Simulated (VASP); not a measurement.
# MgO (P-6m2) in VASP: notebook

The runs below take MgO through single point, with PBE.

All numbers are computed with VASP 6.6.1; they aren't measurements. Logs are shortened: lines on timing, memory, paths and dates and some standing lists are left out, and cuts for length are marked.

## Step 1: The cell of the first run

It takes space group P-6m2 (No. 187, hexagonal). Conventional cell: a = 2.982 Å, b = 2.982 Å, c = 2.680 Å, α = 90.00°, β = 90.00°, γ = 120.00°. Mg (site symmetry -6m2) has 6 O at 2.18 Å and 2 Mg at 2.68 Å within 2.9 Å. Within 2.9 Å of O (site symmetry -6m2) lie 6 Mg at 2.18 Å and 2 O at 2.68 Å.

## Step 2: Single point, PBE (strain +0.015 along x and y, +0.000 along z)

INCAR

```
SYSTEM = MgO
PREC = Accurate ; ENCUT = 520
EDIFF = 1E-7 ; ISMEAR = 0
SIGMA = 0.05 ; LREAL = .False.
LASPH = .True. ; NELM = 80
ALGO = Normal ; ISIF = 2
LWAVE = .False. ; LCHARG = .False.
GGA = PE ; NBANDS = 11
```

KPOINTS

```
Automatic mesh
0
Gamma
  9 9 8
  0 0 0
```

POSCAR

```
MgO
1.0
    2.9820912170      0.0000000000      0.0000000000
   -1.4910456085      2.5825667503      0.0000000000
    0.0000000000      0.0000000000      2.6796800000
Mg O
1 1
Direct
    0.0000000000      0.0000000000      0.0000000000
    0.3333333333      0.6666666667      0.5000000000
```

Potentials or basis: VASP PAW PBE potentials, release 64 (Mg, O).

Command:

```sh
$ cat potpaw_PBE.64/Mg/POTCAR potpaw_PBE.64/O/POTCAR > POTCAR
$ mpirun -np 1 vasp_std > vasp.out
```

OUTCAR:

```text
SYSTEM = MgO
   PREC = Accurate
   ENCUT = 520
   EDIFF = 1E-7
   ISMEAR = 0
   LREAL = .False.
   LASPH = .True.
   NELM = 80
   ISIF = 2
   GGA = PE

 ion  position               nearest neighbor table
   1  0.000  0.000  0.000-   2 2.18   2 2.18   2 2.18   2 2.18   2 2.18   2 2.18
   2  0.333  0.667  0.500-   1 2.18   1 2.18   1 2.18   1 2.18   1 2.18   1 2.18

  LATTYP: Found a hexagonal cell.
 ALAT       =     2.9820912170
 C/A-ratio  =     0.8985908898

  Lattice vectors:

 A1 = (   2.9820912170,   0.0000000000,   0.0000000000)
 A2 = (  -1.4910456085,   2.5825667503,   0.0000000000)
 A3 = (   0.0000000000,   0.0000000000,   2.6796800000)

Analysis of symmetry for initial positions (statically):
=====================================================================
 Subroutine PRICEL returns:
 Original cell was already a primitive cell.

 Routine SETGRP: Setting up the symmetry group for a
 hexagonal supercell.

 Subroutine GETGRP returns: Found 12 space group operations
 (whereof 12 operations were pure point group operations)
 out of a pool of 24 trial point group operations.

The static configuration has the point symmetry D_3h.

Analysis of symmetry for dynamics (positions and initial velocities):
=====================================================================
 Subroutine PRICEL returns:
 Original cell was already a primitive cell.

 Routine SETGRP: Setting up the symmetry group for a
 hexagonal supercell.

 Subroutine GETGRP returns: Found 12 space group operations
 (whereof 12 operations were pure point group operations)
 out of a pool of 24 trial point group operations.

The dynamic configuration has the point symmetry D_3h.

 Subroutine INISYM returns: Found 12 space group operations
 (whereof 12 operations are pure point group operations),
 and found     1 'primitive' translations

----------------------------------------------------------------------------------------

                                     Primitive cell

  volume of cell :      20.6374

  direct lattice vectors                    reciprocal lattice vectors
     2.982091217  0.000000000  0.000000000     0.335335148  0.193605838  0.000000000
    -1.491045608  2.582566750  0.000000000     0.000000000  0.387211676  0.000000000
     0.000000000  0.000000000  2.679680000     0.000000000  0.000000000  0.373178887

  length of vectors
     2.982091217  2.982091217  2.679680000     0.387211676  0.387211676  0.373178887

  position of ions in fractional coordinates (direct lattice)
     0.000000000  0.000000000  0.000000000
     0.333333333  0.666666667  0.500000000

  ion indices of the primitive-cell ions
   primitive index   ion index
                 1           1
                 2           2

----------------------------------------------------------------------------------------

 KPOINTS: Automatic mesh

Automatic generation of k-mesh.
 Grid dimensions read from file:
 generate k-points for:    9    9    8

 Generating k-lattice:

  Cartesian coordinates                     Fractional coordinates (reciprocal lattice)
     0.037259461  0.021511760  0.000000000     0.111111111 -0.000000000  0.000000000
     0.000000000  0.043023520  0.000000000     0.000000000  0.111111111  0.000000000
     0.000000000  0.000000000  0.046647361     0.000000000  0.000000000  0.125000000

  Length of vectors
     0.043023520  0.043023520  0.046647361

  Shift w.r.t. Gamma in fractional coordinates (k-lattice)
     0.000000000  0.000000000  0.000000000

 Subroutine IBZKPT returns following result:
 ===========================================

 Found     60 irreducible k-points:

 Following reciprocal coordinates:
            Coordinates               Weight
  0.000000  0.000000  0.000000      1.000000
  0.111111 -0.000000  0.000000      6.000000
  0.222222  0.000000  0.000000      6.000000
  0.333333 -0.000000  0.000000      6.000000
  0.444444  0.000000  0.000000      6.000000
  0.111111  0.111111  0.000000      6.000000
[... 16 lines left out ...]
  0.333333  0.222222  0.125000     24.000000
  0.333333  0.333333  0.125000      4.000000
 [... further k-points ...]
   k-points           NKPTS =     60   k-points in BZ     NKDIM =     60   number of bands    NBANDS=     11
   number of dos      NEDOS =    301   number of ions     NIONS =      2
   total plane-waves  NPLWV =  11520
   dimension x,y,z NGX =    24 NGY =   24 NGZ =   20
   dimension x,y,z NGXF=    48 NGYF=   48 NGZF=   40
   ions per type =               1   1
   NGX,Y,Z   is equivalent  to a cutoff of  13.38, 13.38, 12.41 a.u.
   NGXF,Y,Z  is equivalent  to a cutoff of  26.76, 26.76, 24.82 a.u.
 SYSTEM =  MgO
   PREC   = accura    normal or accurate (medium, high low for compatibility)
   ISTART =      0    job   : 0-new  1-cont  2-samecut
   ICHARG =      2    charge: 1-file 2-atom 10-const
   ISPIN  =      1    spin polarized calculation?
   LNONCOLLINEAR =      F non collinear calculations
   LSORBIT =      F    spin-orbit coupling
   LASPH  =      T    aspherical Exc in radial PAW
   ENCUT  =  520.0 eV  38.22 Ry    6.18 a.u.   5.54  5.54  4.98*2*pi/ulx,y,z
   NELM   =     80;   NELMIN=  2; NELMDL= -5     # of ELM steps
   EDIFF  = 0.1E-06   stopping-criterion for ELM
   LREAL  =      F    real-space projection
   EDIFFG = 0.1E-05   stopping-criterion for IOM
   NSW    =      0    number of steps for IOM
   IBRION =     -1    ionic relax: 0-MD 1-quasi-New 2-CG
   NFREE  =      0    steps in history (QN), initial steepest desc. (CG)
   ISIF   =      2    stress and relaxation
   ISYM   =      2    0-nonsym 1-usesym 2-fastsym
   POTIM  = 0.5000    time-step for ionic-motion
   TEBEG  =    0.0;   TEEND  =   0.0 temperature during run
   PSTRESS=    0.0 pullay stress
   NELECT =       8.0000    total number of electrons
   NUPDOWN=      -1.0000    fix difference up-down
   EMIN   =  10.00;   EMAX   =-10.00  energy-range for DOS
   EFERMI =   0.00;   METHOD = LEGACY
   ISMEAR =     0;   SIGMA  =   0.05  broadening in eV -4-tet -1-fermi 0-gaus
   EFERMI_NEDOS =   21; number of points for ismear=-14 and -15
   IALGO  =     38    algorithm
   IMIX   =      4    mixing-type and parameters
     AMIX     =   0.40;   BMIX     =  1.00
     AMIX_MAG =   1.60;   BMIX_MAG =  1.00
  volume/ion in A,a.u.               =      10.32        69.63
  Fermi-wavevector in a.u.,A,eV,Ry     =   1.193676  2.255720 19.386420  1.424862
  Thomas-Fermi vector in A             =   2.329684
   LORBIT       =      0    0 simple, 1 ext, 2 COOP (PROOUT), +10 PAW based schemes
   GGA     = PE    functional components
   LHFCALC =     F    Hartree Fock is set to
   AEXX    =    0.0000 exact exchange contribution
   IVDW    =     0    specifies the selected vdW correction
   LEPSILON=     F    determine dielectric tensor
   LRPA    =     F    only Hartree local field effects (RPA)
 non-spin polarized calculation
 Gauss-broadening in eV      SIGMA  =   0.05
  energy-cutoff  :      520.00
  volume of cell :       20.64
 maximum number of plane-waves:       573
 NGX is ok and might be reduce to    24
   NGX = 11   NGY = 11   NGZ =  9

 number of electron       8.0000000 magnetization

 Free energy of the ion-electron system (eV)
  ---------------------------------------------------
  ext. energy  EPLUGINS =         0.00000000
  ---------------------------------------------------
  free energy    TOTEN  =       -11.21753531 eV

  energy without entropy =      -11.21753531  energy(sigma->0) =      -11.21753531

 E-fermi :   3.4922     XC(G=0): -10.5943

 val. band max:        3.1857238079   @ k =   0.3333   0.3333   0.0000
 cond. band min:       5.8837565384   @ k =   0.0000   0.0000   0.0000
 fundamental gap:      2.6980327305
 Fermi energy:         3.4922143725

 k-point     1 :       0.0000    0.0000    0.0000
  band No.  band energies     occupation
      1     -14.2077      2.00000
      2       2.4261      2.00000
      3       2.4261      2.00000
      4       2.8183      2.00000
      5       5.8838      0.00000
      6      14.9300      0.00000
      7      18.1895      0.00000
      8      18.1895      0.00000
      9      22.4666      0.00000
     10      23.7923      0.00000
     11      25.1438      0.00000

 k-point     2 :       0.1111   -0.0000    0.0000
  band No.  band energies     occupation
      1     -14.1085      2.00000
      2       1.6513      2.00000
      3       2.3385      2.00000
      4       2.8542      2.00000
      5       6.6443      0.00000
      6      14.8144      0.00000
      7      17.2617      0.00000
      8      18.4924      0.00000
      9      23.6028      0.00000
     10      23.6164      0.00000
     11      25.3461      0.00000

 k-point     3 :       0.2222    0.0000    0.0000
  band No.  band energies     occupation
      1     -13.8451      2.00000
      2       0.2867      2.00000
      3       2.1265      2.00000
      4       2.9474      2.00000
      5       7.9640      0.00000
      6      13.9870      0.00000
      7      16.8306      0.00000
      8      19.2196      0.00000
      9      23.0908      0.00000
     10      23.5340      0.00000
     11      26.0855      0.00000

 k-point     4 :       0.3333   -0.0000    0.0000
  band No.  band energies     occupation
      1     -13.5202      2.00000
      2      -0.9056      2.00000
      3       1.9003      2.00000
      4       3.0572      2.00000
      5       9.0235      0.00000
      6      13.2180      0.00000
      7      16.7081      0.00000
      8      19.9396      0.00000
      9      22.4641      0.00000
     10      23.7005      0.00000
     11      27.6668      0.00000

 k-point     5 :       0.4444    0.0000    0.0000
  band No.  band energies     occupation
      1     -13.2903      2.00000
      2      -1.5960      2.00000
      3       1.7601      2.00000
      4       3.1313      2.00000
      5       9.4630      0.00000
      6      13.1981      0.00000
      7      16.2333      0.00000
      8      20.3272      0.00000
      9      22.0381      0.00000
     10      24.5825      0.00000
     11      27.8490      0.00000
[... 211 lines left out ...]
 k-point    21 :       0.4444    0.1111    0.1250
  band No.  band energies     occupation
      1     -13.1319      2.00000
      2      -1.3669      2.00000
      3       1.3809      2.00000
      4       2.4948      2.00000
      5      10.1907      0.00000
      6      13.1390      0.00000
      7      16.5025      0.00000
      8      19.8458      0.00000
      9      20.3374      0.00000
     10      25.0527      0.00000
     11      27.3080      0.00000

 k-point    22 :       0.2222    0.2222    0.1250
  band No.  band energies     occupation
      1     -13.2685      2.00000
      2      -0.7494      2.00000
      3       1.1092      2.00000
      4       2.4183      2.00000
      5      10.2445      0.00000
      6      13.3090      0.00000
      7      16.7765      0.00000
      8      18.8280      0.00000
      9      21.7471      0.00000
     10      23.1880      0.00000
     11      27.2507      0.00000

 k-point    23 :       0.3333    0.2222    0.1250
  band No.  band energies     occupation
      1     -13.0980      2.00000
      2      -0.9566      2.00000
      3       0.5521      2.00000
      4       2.5207      2.00000
      5      10.8334      0.00000
      6      13.4495      0.00000
      7      15.9609      0.00000
      8      19.6098      0.00000
      9      20.8813      0.00000
     10      23.9895      0.00000
     11      27.1759      0.00000

 k-point    24 :       0.3333    0.3333    0.1250
  band No.  band energies     occupation
      1     -13.0393      2.00000
      2      -0.3999      2.00000
      3      -0.3512      2.00000
      4       2.5567      2.00000
      5      11.1923      0.00000
      6      13.9313      0.00000
      7      15.2271      0.00000
      8      19.9981      0.00000
      9      20.6969      0.00000
     10      24.0108      0.00000
     11      26.9134      0.00000

 [... further k-points ...]

------------------------ aborting loop because EDIFF is reached ----------------------------------------

  FORCE on cell =-STRESS in cart. coord.  units (eV):
  Direction    XX          YY          ZZ          XY          YZ          ZX
  --------------------------------------------------------------------------------------
  -------------------------------------------------------------------------------------
  Total       -0.8197031     -0.8197031      0.0223109      0.0000000     -0.0000000      0.0000000
  in kB      -63.6372995    -63.6372995      1.7320956      0.0000000     -0.0000000      0.0000000
  external PRESSURE =     -41.8475011 kB  Pullay stress =       0.0000000 kB

 VOLUME and BASIS-vectors are now :
 -----------------------------------------------------------------------------
  energy-cutoff  :      520.00
  volume of cell :       20.64
      direct lattice vectors                 reciprocal lattice vectors
     2.982091217  0.000000000  0.000000000     0.335335148  0.193605838  0.000000000
    -1.491045608  2.582566750  0.000000000     0.000000000  0.387211676  0.000000000
     0.000000000  0.000000000  2.679680000     0.000000000  0.000000000  0.373178887

 POSITION                                       TOTAL-FORCE (eV/Angst)
 -----------------------------------------------------------------------------------
      0.00000      0.00000      0.00000        -0.000000      0.000000      0.000000
     -0.00000      1.72171      1.33984         0.000000      0.000000      0.000000
 -----------------------------------------------------------------------------------
    total drift:                                0.000000     -0.000000     -0.000000

  FREE ENERGIE OF THE ION-ELECTRON SYSTEM (eV)
  ---------------------------------------------------
  free  energy   TOTEN  =       -11.2175353147 eV

  energy  without entropy=      -11.2175353147  energy(sigma->0) =      -11.21753531
```

Wall time 9.5 s (1 thread of AMD EPYC 7R13 (Zen 3), shared host); peak memory 0.11 GiB.

What came out:

```
Free energy            : -11.2175 eV
Pressure               : -4.2 GPa
Band gap on the k mesh : 2.70 eV, indirect (least direct gap 3.07 eV)
```

Caveat: the cell differs from its parent crystal (strain +0.015 along x and y, +0.000 along z).

(Part 1 of 2 ends here.)
